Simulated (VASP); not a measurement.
# SrO3 (I4/mcm) in VASP: relaxation of cell and atoms with PBE

Aim: the relaxation of cell and atoms of SrO3 with PBE.

Everything below comes from runs of VASP 6.6.1. Logs are shortened: lines on timing, memory, paths and dates and some standing lists are left out, and cuts for length are marked.

### 1 The cell of the first run

It takes space group I4/mcm (No. 140, tetragonal). The conventional cell has a = 6.654 Å, b = 6.654 Å, c = 9.410 Å, α = 90.00°, β = 90.00°, γ = 90.00°. Sr (site symmetry 4/m) has 6 O at 2.35 to 2.36 Å within 3.1 Å. Within 3.1 Å of O (site symmetry m2m) lie 2 Sr at 2.36 Å. Within 3.1 Å of O (site symmetry 422) lie 2 Sr at 2.35 Å.

### 2 Relaxation of cell and atoms, PBE, collinear spin, ferromagnetic start

File INCAR:

```
ALGO = Normal
EDIFF = 1E-7
EDIFFG = -0.04
ENCUT = 600
GGA = PE
IBRION = 2
ISIF = 3
ISMEAR = 0
ISPIN = 2
LASPH = True
LCHARG = False
LORBIT = 11
LREAL = False
LWAVE = False
MAGMOM = 0 0 1 1 1 1 1 1
NELM = 150
NSW = 90
PREC = Accurate
SIGMA = 0.1
```

File KPOINTS:

```
k-points
0
Gamma
  4 4 4
```

File POSCAR:

```
SrO3
1.0
   -3.3269602900      3.3269602900      4.7050323700
    3.3269602900     -3.3269602900      4.7050323700
    3.3269602900      3.3269602900     -4.7050323700
Sr O
2 6
Direct
    0.5000000000      0.5000000000      0.0000000000
    0.0000000000      0.0000000000      0.0000000000
    0.2687712700      0.7687712700      0.0375425400
    0.7687712700      0.7312287300      0.5000000000
    0.7500000000      0.7500000000      0.0000000000
    0.7312287300      0.2312287300      0.9624574600
    0.2312287300      0.2687712700      0.5000000000
    0.2500000000      0.2500000000      0.0000000000
```

Potentials or basis: VASP PAW PBE potentials, release 64 (Sr_sv, O).

Launch:

```sh
> cat potpaw_PBE.64/Sr_sv/POTCAR potpaw_PBE.64/O/POTCAR > POTCAR
> mpirun -np 1 vasp_std > vasp.out
```

OUTCAR:

```text
EDIFF = 1E-7
   EDIFFG = -0.04
   ENCUT = 600
   GGA = PE
   IBRION = 2
   ISIF = 3
   ISMEAR = 0
   ISPIN = 2
   LASPH = True
   LORBIT = 11
   LREAL = False
   NELM = 150
   NSW = 90
   PREC = Accurate

 ion  position               nearest neighbor table
   1  0.500  0.500  0.000-   5 2.35   8 2.35   6 2.36   3 2.36   4 2.36   7 2.36   2 4.71   2 4.71
                             2 4.71   2 4.71   2 4.71   2 4.71
   2  0.000  0.000  0.000-   5 2.35   8 2.35   6 2.36   3 2.36   7 2.36   4 2.36   1 4.71   1 4.71
                             1 4.71   1 4.71   1 4.71   1 4.71
   3  0.269  0.769  0.038-   1 2.36   2 2.36
   4  0.769  0.731  0.500-   2 2.36   1 2.36
   5  0.750  0.750  0.000-   1 2.35   2 2.35
   6  0.731  0.231  0.962-   1 2.36   2 2.36
   7  0.231  0.269  0.500-   1 2.36   2 2.36
   8  0.250  0.250  0.000-   1 2.35   2 2.35

  LATTYP: Found a face centered cubic cell.
 ALAT       =     9.4100647336

  Lattice vectors:

 A1 = (   3.3269602900,  -3.3269602900,  -4.7050323700)
 A2 = (   3.3269602900,   3.3269602900,  -4.7050323700)
 A3 = (   6.6539205800,   0.0000000000,   0.0000000000)

Analysis of symmetry for initial positions (statically):
=====================================================================
 Subroutine PRICEL returns:
 Original cell was already a primitive cell.

 Routine SETGRP: Setting up the symmetry group for a
 face centered cubic supercell.

 Subroutine GETGRP returns: Found 16 space group operations
 (whereof  8 operations were pure point group operations)
 out of a pool of 48 trial point group operations.

The static configuration has the point symmetry C_4h.
 The point group associated with its full space group is D_4h.

Analysis of symmetry for dynamics (positions and initial velocities):
=====================================================================
 Subroutine PRICEL returns:
 Original cell was already a primitive cell.

 Routine SETGRP: Setting up the symmetry group for a
 face centered cubic supercell.

 Subroutine GETGRP returns: Found 16 space group operations
 (whereof  8 operations were pure point group operations)
 out of a pool of 48 trial point group operations.

The dynamic configuration has the point symmetry C_4h.
 The point group associated with its full space group is D_4h.

Analysis of structural, dynamic, and magnetic symmetry:
=====================================================================
 Subroutine PRICEL returns:
 Original cell was already a primitive cell.

 Routine SETGRP: Setting up the symmetry group for a
 face centered cubic supercell.

 Subroutine GETGRP returns: Found 16 space group operations
 (whereof  8 operations were pure point group operations)
 out of a pool of 48 trial point group operations.

The overall configuration has the point symmetry C_4h.
 The point group associated with its full space group is D_4h.

 Subroutine INISYM returns: Found 16 space group operations
 (whereof  8 operations are pure point group operations),
 and found     1 'primitive' translations

----------------------------------------------------------------------------------------

                                     Primitive cell

  volume of cell :     208.3137

  direct lattice vectors                    reciprocal lattice vectors
    -3.326960290  3.326960290  4.705032370     0.000000000  0.150287336  0.106269194
     3.326960290 -3.326960290  4.705032370     0.150287336  0.000000000  0.106269194
     3.326960290  3.326960290 -4.705032370     0.150287336  0.150287336  0.000000000

  length of vectors
     6.653920585  6.653920585  6.653920585     0.184063644  0.184063644  0.212538389

  position of ions in fractional coordinates (direct lattice)
     0.500000000  0.500000000  0.000000000
     0.000000000  0.000000000  0.000000000
     0.268771270  0.768771270  0.037542540
     0.768771270  0.731228730  0.500000000
     0.750000000  0.750000000  0.000000000
     0.731228730  0.231228730  0.962457460
     0.231228730  0.268771270  0.500000000
     0.250000000  0.250000000  0.000000000

  ion indices of the primitive-cell ions
   primitive index   ion index
                 1           1
                 2           2
                 3           3
                 4           4
                 5           5
                 6           6
                 7           7
[... 32 lines left out ...]
  0.500000  0.000000 -0.000000      4.000000
  0.250000  0.250000 -0.000000      8.000000
  0.250000 -0.250000  0.250000      4.000000
  0.500000  0.250000 -0.000000     16.000000
  0.500000 -0.250000  0.250000      8.000000
 -0.250000  0.250000  0.000000      4.000000
 -0.250000 -0.250000  0.250000      2.000000
  0.500000  0.500000 -0.000000      2.000000
  0.500000  0.500000  0.500000      1.000000
  0.250000  0.250000  0.250000      2.000000
  0.500000  0.500000  0.250000      4.000000
   k-points           NKPTS =     13   k-points in BZ     NKDIM =     13   number of bands    NBANDS=     36
   number of dos      NEDOS =    301   number of ions     NIONS =      8
   total plane-waves  NPLWV = 157464
   dimension x,y,z NGX =    54 NGY =   54 NGZ =   54
   dimension x,y,z NGXF=   108 NGYF=  108 NGZF=  108
   ions per type =               2   6
   NGX,Y,Z   is equivalent  to a cutoff of  13.49, 13.49, 13.49 a.u.
   NGXF,Y,Z  is equivalent  to a cutoff of  26.98, 26.98, 26.98 a.u.
 SYSTEM =  unknown system
   PREC   = accura    normal or accurate (medium, high low for compatibility)
   ISTART =      0    job   : 0-new  1-cont  2-samecut
   ICHARG =      2    charge: 1-file 2-atom 10-const
   ISPIN  =      2    spin polarized calculation?
   LNONCOLLINEAR =      F non collinear calculations
   LSORBIT =      F    spin-orbit coupling
   LASPH  =      T    aspherical Exc in radial PAW
   ENCUT  =  600.0 eV  44.10 Ry    6.64 a.u.  13.29 13.29 13.29*2*pi/ulx,y,z
   NELM   =    150;   NELMIN=  2; NELMDL= -5     # of ELM steps
   EDIFF  = 0.1E-06   stopping-criterion for ELM
   LREAL  =      F    real-space projection
   EDIFFG = -.4E-01   stopping-criterion for IOM
   NSW    =     90    number of steps for IOM
   IBRION =      2    ionic relax: 0-MD 1-quasi-New 2-CG
   NFREE  =      1    steps in history (QN), initial steepest desc. (CG)
   ISIF   =      3    stress and relaxation
   ISYM   =      2    0-nonsym 1-usesym 2-fastsym
   POTIM  = 0.5000    time-step for ionic-motion
   TEBEG  =    0.0;   TEEND  =   0.0 temperature during run
   PSTRESS=    0.0 pullay stress
   NELECT =      56.0000    total number of electrons
   NUPDOWN=      -1.0000    fix difference up-down
   EMIN   =  10.00;   EMAX   =-10.00  energy-range for DOS
   EFERMI =   0.00;   METHOD = LEGACY
   ISMEAR =     0;   SIGMA  =   0.10  broadening in eV -4-tet -1-fermi 0-gaus
   EFERMI_NEDOS =   21; number of points for ismear=-14 and -15
   IALGO  =     38    algorithm
   IMIX   =      4    mixing-type and parameters
     AMIX     =   0.40;   BMIX     =  1.00
     AMIX_MAG =   1.60;   BMIX_MAG =  1.00
  volume/ion in A,a.u.               =      26.04       175.72
  Fermi-wavevector in a.u.,A,eV,Ry     =   1.056570  1.996628 15.188727  1.116340
  Thomas-Fermi vector in A             =   2.191811
   LORBIT       =     11    0 simple, 1 ext, 2 COOP (PROOUT), +10 PAW based schemes
   GGA     = PE    functional components
   LHFCALC =     F    Hartree Fock is set to
   AEXX    =    0.0000 exact exchange contribution
   IVDW    =     0    specifies the selected vdW correction
   LEPSILON=     F    determine dielectric tensor
   LRPA    =     F    only Hartree local field effects (RPA)
 conjugate gradient relaxation of ions
 spin polarized calculation
 Gauss-broadening in eV      SIGMA  =   0.10
  energy-cutoff  :      600.00
  volume of cell :      208.31
 maximum number of plane-waves:      6982
 NGX is ok and might be reduce to    54
   NGX = 27   NGY = 27   NGZ = 27

--------------------------------------- Ionic step        1  -------------------------------------------

 number of electron      56.0000014 magnetization       7.9999958

 Free energy of the ion-electron system (eV)
  ---------------------------------------------------
  ext. energy  EPLUGINS =         0.00000000
  ---------------------------------------------------
  free energy    TOTEN  =       -33.24228378 eV

  energy without entropy =      -33.17435610  energy(sigma->0) =      -33.20831994

------------------------ aborting loop because EDIFF is reached ----------------------------------------

  FORCE on cell =-STRESS in cart. coord.  units (eV):
  Direction    XX          YY          ZZ          XY          YZ          ZX
  --------------------------------------------------------------------------------------
  -------------------------------------------------------------------------------------
  Total        6.3436211      6.3436211      5.7336565      0.0000000     -0.0000000      0.0000000
  in kB       48.7899050     48.7899050     44.0985605      0.0000000     -0.0000000      0.0000000
  external PRESSURE =      47.2261235 kB  Pullay stress =       0.0000000 kB
[... 197 lines left out ...]
--------------------------------------- Ionic step        6  -------------------------------------------

 number of electron      56.0000010 magnetization       8.0000005

 Free energy of the ion-electron system (eV)
  ---------------------------------------------------
  ext. energy  EPLUGINS =         0.00000000
  ---------------------------------------------------
  free energy    TOTEN  =       -33.98277123 eV

  energy without entropy =      -33.94916835  energy(sigma->0) =      -33.96596979

 E-fermi :  -3.4510     XC(G=0):  -6.0064

 val. band max:       -3.4741409737   @ k =   0.5000   0.5000   0.5000
 cond. band min:      -3.4281296857   @ k =   0.5000   0.5000   0.5000
 fundamental gap:      0.0460112880
 Fermi energy:        -3.4509607721

 spin component 1

 k-point     1 :       0.0000    0.0000    0.0000
  band No.  band energies     occupation
      1     -35.2166      1.00000
      2     -35.2081      1.00000
      3     -20.7085      1.00000
      4     -20.7085      1.00000
      5     -20.7055      1.00000
      6     -20.4642      1.00000
[... 496 lines left out ...]
     35       3.8418      0.00000
     36       3.8544      0.00000
 Fermi energy:        -3.4509607721

 spin component 2

 k-point     1 :       0.0000    0.0000    0.0000
  band No.  band energies     occupation
      1     -35.2375      1.00000
      2     -35.2308      1.00000
      3     -18.9873      1.00000
      4     -18.9648      1.00000
      5     -18.9648      1.00000
      6     -18.3200      1.00000
[... 531 lines left out ...]
  FREE ENERGIE OF THE ION-ELECTRON SYSTEM (eV)
  ---------------------------------------------------
  free  energy   TOTEN  =       -33.9827712290 eV

  energy  without entropy=      -33.9491683535  energy(sigma->0) =      -33.96596979

 reached required accuracy - stopping structural energy minimisation

 total charge

# of ion       s       p       d       tot
------------------------------------------
    1        2.006   5.809   0.205   8.020
    2        2.006   5.809   0.205   8.020
    3        1.600   3.124   0.000   4.723
    4        1.600   3.124   0.000   4.723
    5        1.600   3.127   0.000   4.727
    6        1.600   3.124   0.000   4.723
    7        1.600   3.124   0.000   4.723
    8        1.600   3.127   0.000   4.727
--------------------------------------------------
tot         13.610  30.366   0.411  44.387

 magnetization (x)

# of ion       s       p       d       tot
------------------------------------------
    1       -0.004  -0.005  -0.026  -0.035
    2       -0.004  -0.005  -0.026  -0.035
    3        0.013   1.040   0.000   1.053
    4        0.013   1.040   0.000   1.053
    5        0.012   1.033   0.000   1.046
    6        0.013   1.040   0.000   1.053
    7        0.013   1.040   0.000   1.053
    8        0.012   1.033   0.000   1.046
--------------------------------------------------
tot          0.068   6.217  -0.052   6.233
```

Wall time 58 min (1 thread of Oxide Virtual Turin-like, shared host); peak memory 0.61 GiB.

Results:

```yaml
Free_energy: -33.9828 eV
Relaxed_volume: 31.91 Å³/atom
Relaxed_cell: a = 7.119 Å, b = 7.119 Å, c = 7.119 Å, α = 119.96°, β = 119.96°, γ = 90.06°
Space_group_after_relaxing_to_0.1_Å: I4/mcm (No. 140)
Energy_gained_by_relaxing: 92.6 meV/atom
Ionic_steps: 6
Pressure_after_relaxing: -0.1 GPa
Largest_force_after_relaxing: 0.010 eV/Å
Band_gap_on_the_k_mesh: zero (filled and empty bands overlap)
Net_moment: 8.00 μB per cell
Site_moments: Sr -0.04; O +1.05 μB
Valence_electrons_inside_the_program's_atomic_spheres: Sr 8.02; O 4.72, 4.73 (each value once)
```

Forces in eV/Å, atoms in the order of the input:
```
Sr   0.000  0.000  0.000
Sr   0.000  0.000  0.000
O   -0.007 -0.007  0.000
O    0.007 -0.007  0.000
O    0.000  0.000  0.000
O    0.007  0.007  0.000
O   -0.007  0.007  0.000
O    0.000  0.000  0.000
```

The path:
```csv
step,energy change (eV),largest force (eV/Å),pressure (GPa),volume (Å³)
1,0.0000,0.1028,4.72,208.31
2,-0.5734,0.0552,2.54,232.32
3,-0.7362,0.0023,0.30,251.37
4,-0.7387,0.0095,0.03,254.07
5,-0.7386,0.0120,-0.07,255.05
6,-0.7405,0.0102,-0.09,255.27
```

Final structure:
```yaml
crystal:
  lattice:
    - [-3.56154, 3.56154, 5.03120]
    - [3.56154, -3.56154, 5.03120]
    - [3.56154, 3.56154, -5.03120]
  atoms:
    - { symbol: Sr, position: [0.50000, 0.50000, 0.00000] }
    - { symbol: Sr, position: [0.00000, 0.00000, 0.00000] }
    - { symbol: O, position: [0.26969, 0.76969, 0.03938] }
    - { symbol: O, position: [0.76969, 0.73031, 0.50000] }
    - { symbol: O, position: [0.75000, 0.75000, 0.00000] }
    - { symbol: O, position: [0.73031, 0.23031, 0.96062] }
    - { symbol: O, position: [0.23031, 0.26969, 0.50000] }
    - { symbol: O, position: [0.25000, 0.25000, 0.00000] }
```

Levels at points of the mesh, in eV from the Fermi level:
Spin up:
| k point | band 30 | band 31 | band 32 | band 33 | band 34 | band 35 |
| --- | --- | --- | --- | --- | --- | --- |
| (0.00, 0.00, 0.00) | -1.16 | -1.16 | -1.13 | 4.94 | 7.74 | 7.74 |
| (0.50, 0.00, 0.00) | -1.61 | -1.60 | -1.60 | 6.30 | 6.30 | 7.97 |
| (0.50, 0.50, 0.00) | -1.18 | -1.17 | -1.14 | 6.57 | 6.80 | 7.12 |
| (0.50, 0.50, 0.50) | -1.17 | -1.17 | -1.15 | 6.56 | 6.80 | 7.11 |
Spin down:
```tsv
k point	band 19	band 20	band 21	band 22	band 23	band 24	band 25	band 26	band 27	band 28
(0.00, 0.00, 0.00)	-0.55	-0.55	-0.42	-0.42	-0.39	0.23	0.23	0.23	0.32	0.32
(0.50, 0.00, 0.00)	-0.80	-0.80	-0.26	-0.26	-0.18	-0.18	-0.15	-0.15	0.40	0.40
(0.50, 0.50, 0.00)	-0.36	-0.34	-0.31	-0.03	0.06	0.07	0.07	0.08	0.12	0.13
(0.50, 0.50, 0.50)	-0.36	-0.36	-0.29	-0.02	0.02	0.02	0.11	0.11	0.13	0.13
```

Caveat: the volume moved by over 15 % at a fixed basis, so the end points are rough; semilocal functionals underestimate gaps, so a narrow gap can read as zero.
